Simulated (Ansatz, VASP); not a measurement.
**Two plane-wave programs on Ba2Hf**

INCAR

```
ALGO = Normal
EDIFF = 1E-6
ENCUT = 520
GGA = PE
ISIF = 2
ISMEAR = 0
LASPH = True
LCHARG = False
LREAL = False
LWAVE = False
NBANDS = 22
NELM = 100
PREC = Accurate
SIGMA = 0.1
```

KPOINTS

```
k-points
0
Gamma
  4 4 4
```

Contents of POSCAR:

```
Ba2Hf
1.0
    0.0000000000      3.4313408100      3.4313408100
    3.4313408100      0.0000000000      3.4313408100
    3.4313408100      3.4313408100      0.0000000000
Ba Hf
2 1
Direct
    0.2500000000      0.2500000000      0.2500000000
    0.7500000000      0.7500000000      0.7500000000
    0.0000000000      0.0000000000      0.0000000000
```

Input for Ansatz:

```yaml
crystal:
  lattice:
    - [0.0, 3.43134081, 3.43134081]
    - [3.43134081, 0.0, 3.43134081]
    - [3.43134081, 3.43134081, 0.0]
  atoms:
    - { symbol: Ba, position: [0.25, 0.25, 0.25] }
    - { symbol: Ba, position: [0.75, 0.75, 0.75] }
    - { symbol: Hf, position: [0.0, 0.0, 0.0] }
basis:
  ecutwfc: 420
kpoints:
  mp_grid: { grid: [4, 4, 4] }
hamiltonian:
  xc: pbe
scf:
  occupations: { method: gaussian, width: 0.1 }
  lower_state_search: "off"
output:
  forces: true
  stress: true
  eigenvalues: true
```

Change from the starting cell: species swapped into the CaF2 type (Fm-3m, No. 225).

Alike in both runs: task single point; functional PBE; k mesh 4 × 4 × 4; occupations gaussian, width 0.1 eV; no spin polarisation.

|  | VASP | Ansatz |
| --- | --- | --- |
| version | VASP 6.6.1 | Ansatz 0.2.0 |
| potentials or method | VASP PAW PBE potentials, release 64 (Ba_sv, Hf_pv), cutoff 520 eV | scalar-relativistic, plane waves, PAW |
| valence electrons in the cell | 30 | 46 |

```tsv
	VASP	Ansatz	Ansatz less VASP
gap on the k mesh at the Fermi level (eV)	none	none	-
pressure (GPa)	21.9	18.9	-3.01
```

A gap of «none» marks a metal or a gap that the smearing closes. The functional is the same, so the differences come from potentials, cutoffs and numerics. VASP's potentials hold 30 valence electrons a cell and Ansatz's 46, so a difference there can come from the potentials and not from the codes.

The k mesh is coarse, so the values compare programs but aren't converged. Neither program's run includes spin-orbit coupling.
